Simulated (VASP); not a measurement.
# Ir (P6_3/mmc) in VASP: further runs, part 2 of 2

VASP 6.6.1. The steps go on from the part before.

## Step 4: Relaxation of cell and atoms, PBEsol

This run uses another cell than the first one, of 14.06 Å³/atom.

File INCAR:

```
PREC = Accurate
ENCUT = 600
EDIFF = 1E-7
ISMEAR = -1
SIGMA = 0.08
LREAL = F
LASPH = T
NELM = 80
ALGO = Normal
ISIF = 3
LWAVE = F
LCHARG = F
GGA = PS
IBRION = 2
NSW = 60
EDIFFG = -0.005
```

File KPOINTS:

```
Automatic mesh
0
Gamma
  16 16 9
```

File POSCAR:

```
Ir
1.0
    2.7161828208      0.0000000000      0.0000000000
   -1.3580914104      2.3522833242      0.0000000000
    0.0000000000      0.0000000000      4.4002161698
Ir
2
Direct
    0.3333333333      0.6666666667      0.2500000000
    0.6666666667      0.3333333333      0.7500000000
```

Potentials or basis: VASP PAW PBE potentials, release 64 (Ir).

The run is started by

```
cat potpaw_PBE.64/Ir/POTCAR > POTCAR
mpirun -np 1 vasp_std > vasp.out
```

OUTCAR:

```text
PREC = Accurate
   ENCUT = 600
   EDIFF = 1E-7
   ISMEAR = -1
   LREAL = F
   LASPH = T
   NELM = 80
   ISIF = 3
   GGA = PS
   IBRION = 2
   NSW = 60
   EDIFFG = -0.005

 ion  position               nearest neighbor table
   1  0.333  0.667  0.250-   2 2.70   2 2.70   2 2.70   2 2.70   2 2.70   2 2.70
   2  0.667  0.333  0.750-   1 2.70   1 2.70   1 2.70   1 2.70   1 2.70   1 2.70

  LATTYP: Found a hexagonal cell.
 ALAT       =     2.7161828208
 C/A-ratio  =     1.6200000000

  Lattice vectors:

 A1 = (   2.7161828208,   0.0000000000,   0.0000000000)
 A2 = (  -1.3580914104,   2.3522833242,   0.0000000000)
 A3 = (   0.0000000000,   0.0000000000,   4.4002161698)

Analysis of symmetry for initial positions (statically):
=====================================================================
 Subroutine PRICEL returns:
 Original cell was already a primitive cell.

 Routine SETGRP: Setting up the symmetry group for a
 hexagonal supercell.

 Subroutine GETGRP returns: Found 24 space group operations
 (whereof 12 operations were pure point group operations)
 out of a pool of 24 trial point group operations.

The static configuration has the point symmetry D_3d.
 The point group associated with its full space group is D_6h.

Analysis of symmetry for dynamics (positions and initial velocities):
=====================================================================
 Subroutine PRICEL returns:
 Original cell was already a primitive cell.

 Routine SETGRP: Setting up the symmetry group for a
 hexagonal supercell.

 Subroutine GETGRP returns: Found 24 space group operations
 (whereof 12 operations were pure point group operations)
 out of a pool of 24 trial point group operations.

The dynamic configuration has the point symmetry D_3d.
 The point group associated with its full space group is D_6h.

 Subroutine INISYM returns: Found 24 space group operations
 (whereof 12 operations are pure point group operations),
 and found     1 'primitive' translations

----------------------------------------------------------------------------------------

                                     Primitive cell

  volume of cell :      28.1140

  direct lattice vectors                    reciprocal lattice vectors
     2.716182821  0.000000000  0.000000000     0.368163730  0.212559429  0.000000000
    -1.358091410  2.352283324  0.000000000     0.000000000  0.425118858  0.000000000
     0.000000000  0.000000000  4.400216170     0.000000000  0.000000000  0.227261562

  length of vectors
     2.716182821  2.716182821  4.400216170     0.425118858  0.425118858  0.227261562

  position of ions in fractional coordinates (direct lattice)
     0.333333333  0.666666667  0.250000000
     0.666666667  0.333333333  0.750000000

  ion indices of the primitive-cell ions
   primitive index   ion index
                 1           1
                 2           2

----------------------------------------------------------------------------------------

 KPOINTS: Automatic mesh

Automatic generation of k-mesh.
 Grid dimensions read from file:
 generate k-points for:   16   16    9

 Generating k-lattice:

  Cartesian coordinates                     Fractional coordinates (reciprocal lattice)
     0.023010233  0.013284964  0.000000000     0.062500000  0.000000000  0.000000000
     0.000000000  0.026569929  0.000000000     0.000000000  0.062500000  0.000000000
     0.000000000  0.000000000  0.025251285     0.000000000  0.000000000  0.111111111

  Length of vectors
     0.026569929  0.026569929  0.025251285

[... 43 lines left out ...]
 SYSTEM =  unknown system
   PREC   = accura    normal or accurate (medium, high low for compatibility)
   ISTART =      0    job   : 0-new  1-cont  2-samecut
   ICHARG =      2    charge: 1-file 2-atom 10-const
   ISPIN  =      1    spin polarized calculation?
   LNONCOLLINEAR =      F non collinear calculations
   LSORBIT =      F    spin-orbit coupling
   LASPH  =      T    aspherical Exc in radial PAW
   ENCUT  =  600.0 eV  44.10 Ry    6.64 a.u.   5.42  5.42  8.79*2*pi/ulx,y,z
   NELM   =     80;   NELMIN=  2; NELMDL= -5     # of ELM steps
   EDIFF  = 0.1E-06   stopping-criterion for ELM
   LREAL  =      F    real-space projection
   EDIFFG = -.5E-02   stopping-criterion for IOM
   NSW    =     60    number of steps for IOM
   IBRION =      2    ionic relax: 0-MD 1-quasi-New 2-CG
   NFREE  =      1    steps in history (QN), initial steepest desc. (CG)
   ISIF   =      3    stress and relaxation
   ISYM   =      2    0-nonsym 1-usesym 2-fastsym
   POTIM  = 0.5000    time-step for ionic-motion
   TEBEG  =    0.0;   TEEND  =   0.0 temperature during run
   PSTRESS=    0.0 pullay stress
   NELECT =      18.0000    total number of electrons
   NUPDOWN=      -1.0000    fix difference up-down
   EMIN   =  10.00;   EMAX   =-10.00  energy-range for DOS
   EFERMI =   0.00;   METHOD = LEGACY
   ISMEAR =    -1;   SIGMA  =   0.08  broadening in eV -4-tet -1-fermi 0-gaus
   EFERMI_NEDOS =   21; number of points for ismear=-14 and -15
   IALGO  =     38    algorithm
   IMIX   =      4    mixing-type and parameters
     AMIX     =   0.40;   BMIX     =  1.00
     AMIX_MAG =   1.60;   BMIX_MAG =  1.00
  volume/ion in A,a.u.               =      14.06        94.86
  Fermi-wavevector in a.u.,A,eV,Ry     =   1.410993  2.666390 27.087847  1.990901
  Thomas-Fermi vector in A             =   2.532890
   LORBIT       =      0    0 simple, 1 ext, 2 COOP (PROOUT), +10 PAW based schemes
   GGA     = PS    functional components
   LHFCALC =     F    Hartree Fock is set to
   AEXX    =    0.0000 exact exchange contribution
   IVDW    =     0    specifies the selected vdW correction
   LEPSILON=     F    determine dielectric tensor
   LRPA    =     F    only Hartree local field effects (RPA)
 conjugate gradient relaxation of ions
 non-spin polarized calculation
  energy-cutoff  :      600.00
  volume of cell :       28.11
 maximum number of plane-waves:       966
 NGX is ok and might be reduce to    24
   NGX = 11   NGY = 11   NGZ = 17

--------------------------------------- Ionic step        1  -------------------------------------------

 number of electron      18.0000001 magnetization

 Free energy of the ion-electron system (eV)
  ---------------------------------------------------
  ext. energy  EPLUGINS =         0.00000000
  ---------------------------------------------------
  free energy    TOTEN  =       -19.50361900 eV

  energy without entropy =      -19.45306525  energy(sigma->0) =      -19.47834213

------------------------ aborting loop because EDIFF is reached ----------------------------------------

  FORCE on cell =-STRESS in cart. coord.  units (eV):
  Direction    XX          YY          ZZ          XY          YZ          ZX
  --------------------------------------------------------------------------------------
  -------------------------------------------------------------------------------------
  Total        0.4861513      0.4861513      0.5294334      0.0000000     -0.0000000      0.0000000
  in kB       27.7050791     27.7050791     30.1716648      0.0000000     -0.0000000      0.0000000
  external PRESSURE =      28.5272744 kB  Pullay stress =       0.0000000 kB
[... 23 lines left out ...]
--------------------------------------- Ionic step        2  -------------------------------------------

 number of electron      17.9999999 magnetization

 E-fermi :   9.8640     XC(G=0): -13.9274

 val. band max:        9.8616947687   @ k =   0.3125   0.3125   0.1111
 cond. band min:       9.8702706673   @ k =   0.0625   0.0625   0.4444
 fundamental gap:      0.0085758987
 Fermi energy:         9.8639546264

 k-point     1 :       0.0000    0.0000    0.0000
  band No.  band energies     occupation
      1      -1.1342      2.00000
      2       1.9306      2.00000
      3       6.0597      2.00000
      4       6.1614      2.00000
      5       6.1614      2.00000
      6       6.7934      2.00000
      7       6.7934      2.00000
      8       7.5687      2.00000
      9       7.5687      2.00000
     10       9.0528      1.99992
     11      10.1204      0.07791
     12      10.1204      0.07791
     13      16.6291      0.00000
[... 475 lines left out ...]
--------------------------------------- Ionic step        5  -------------------------------------------

 number of electron      18.0000000 magnetization

 Free energy of the ion-electron system (eV)
  ---------------------------------------------------
  ext. energy  EPLUGINS =         0.00000000
  ---------------------------------------------------
  free energy    TOTEN  =       -19.50542472 eV

  energy without entropy =      -19.45425457  energy(sigma->0) =      -19.47983964

 E-fermi :  10.3679     XC(G=0): -14.0959

 val. band max:       10.3663905249   @ k =   0.3125   0.3125   0.1111
 cond. band min:      10.3752194027   @ k =   0.5000   0.0000   0.3333
 fundamental gap:      0.0088288777
 Fermi energy:        10.3678814622

 k-point     1 :       0.0000    0.0000    0.0000
  band No.  band energies     occupation
      1      -0.9501      2.00000
      2       2.1225      2.00000
      3       6.3916      2.00000
      4       6.4885      2.00000
      5       6.4885      2.00000
      6       7.1537      2.00000
      7       7.1537      2.00000
      8       7.9596      2.00000
      9       7.9596      2.00000
     10       9.4766      1.99997
     11      10.6332      0.07002
     12      10.6332      0.07002
     13      17.4047      0.00000
[... 397 lines left out ...]
  FREE ENERGIE OF THE ION-ELECTRON SYSTEM (eV)
  ---------------------------------------------------
  free  energy   TOTEN  =       -19.5054247164 eV

  energy  without entropy=      -19.4542545703  energy(sigma->0) =      -19.47983964

 reached required accuracy - stopping structural energy minimisation
```

Wall time 3.1 min (1 thread of Intel Xeon 8259CL, shared host); peak memory 0.22 GiB.

What came out:

| Item | Value |
| --- | --- |
| Free energy | -19.5054 eV |
| Relaxed volume | 14.16 Å³/atom |
| Relaxed cell | a = 2.722 Å, b = 2.722 Å, c = 4.412 Å, α = 90.00°, β = 90.00°, γ = 120.00° |
| Space group after relaxing (to 0.1 Å) | P6_3/mmc (No. 194) |
| Energy gained by relaxing | 0.9 meV/atom |
| Ionic steps | 5 |
| Pressure after relaxing | 0.0 GPa |
| Band gap on the k mesh | zero (bands 9 and 10 overlap by 3.30 eV) |

The path:
```tsv
step	energy change (eV)	largest force (eV/Å)	pressure (GPa)	volume (Å³)
1	0.0000	0.0000	2.85	28.11
2	0.0255	0.0000	-10.26	29.14
3	-0.0018	0.0000	-0.03	28.32
4	-0.0018	0.0000	0.03	28.32
5	-0.0018	0.0000	0.03	28.32
```

Final structure:
```xyz
2
Lattice="2.7222 0.0000 0.0000 -1.3611 2.3575 0.0000 0.0000 0.0000 4.4123" Properties=species:S:1:pos:R:3 pbc="T T T"
Ir    0.0000    1.5717    1.1031
Ir    1.3611    0.7858    3.3092
```

Caveat: the PAW data sets were made with another functional, which shifts forces and pressure a little; spin-orbit coupling is left out, which moves the levels of the heavy elements.

## Step 5: Overview

| task | cell | gap on the mesh (eV) | pressure (GPa) |
| --- | --- | --- | --- |
| relaxation of shape and atoms at fixed volume | relaxed from a = 2.567, b = 2.567, c = 4.159 Å, angles 90.0, 90.0, 120.0°, 2 atoms | none | 106.1 |
| relaxation of shape and atoms at fixed volume | relaxed from a = 2.646, b = 2.646, c = 4.287 Å, angles 90.0, 90.0, 120.0°, 2 atoms | none | 41.1 |
| relaxation of cell and atoms | relaxed from a = 2.716, b = 2.716, c = 4.400 Å, angles 90.0, 90.0, 120.0°, 2 atoms | none | 0.0 |

Alike in all rows: level PBEsol; potentials or basis VASP PAW PBE potentials, release 64 (Ir); no spin polarisation; k mesh 16 × 16 × 9; cutoff (eV) 600; smearing fermi-dirac 0.08 eV.

Caveats: the PAW data sets were made with another functional, which shifts forces and pressure a little; spin-orbit coupling is left out, which moves the levels of the heavy elements.

Total energies depend on the potentials used, so only differences within one code and one set of settings carry meaning.
